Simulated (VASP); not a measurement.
Input of a VASP 6.6.1 run:

INCAR

```
ALGO     = Fast           # electronic algorithm
EDIFF    = 1E-6           # SCF threshold, eV
ENCUT    = 520            # plane-wave cutoff, eV
GGA      = PS             # functional
ISIF     = 2              # what is computed and relaxed
ISMEAR   = 0              # smearing method
LASPH    = T              # aspherical terms in the spheres
LCHARG   = T              # write CHGCAR
LELF     = T              # ELF
LREAL    = F              # projectors in reciprocal space
LVHAR    = T            
LWAVE    = F              # write WAVECAR
NBANDS   = 26             # bands
NELM     = 100            # most SCF steps
PREC     = Accurate       # precision mode
SIGMA    = 0.15           # smearing width, eV
```

File KPOINTS:

```
k-points
0
Gamma
  10 10 10
```

Contents of POSCAR:

```
Al2Cu
1.0
   -2.8467000000      2.8467000000      2.2931000000
    2.8467000000     -2.8467000000      2.2931000000
    2.8467000000      2.8467000000     -2.2931000000
Al Cu
4 2
Direct
    0.1593210787      0.6593210787      0.8186421574
    0.6593210787      0.8406789213      0.5000000000
    0.8406789213      0.3406789213      0.1813578426
    0.3406789213      0.1593210787      0.5000000000
    0.7500000000      0.7500000000      0.0000000000
    0.2500000000      0.2500000000      0.0000000000
```

Potentials or basis: VASP PAW PBE potentials, release 64 (Al, Cu).

Launch:

```console
$ cat potpaw_PBE.64/Al/POTCAR potpaw_PBE.64/Cu/POTCAR > POTCAR
$ mpirun -np 1 vasp_std > vasp.out
```

**Question.** Predict the largest force.

**Answer.** 0.161 eV/Å.

**Question.** Estimate the pressure.

**Answer.** 24.1 GPa.

Stress tensor (GPa, compression positive):
```
23.96  0.00  0.00
 0.00 23.96  0.00
 0.00  0.00 24.29
```

Caveat: the PAW data sets were made with another functional, which shifts forces and pressure a little.
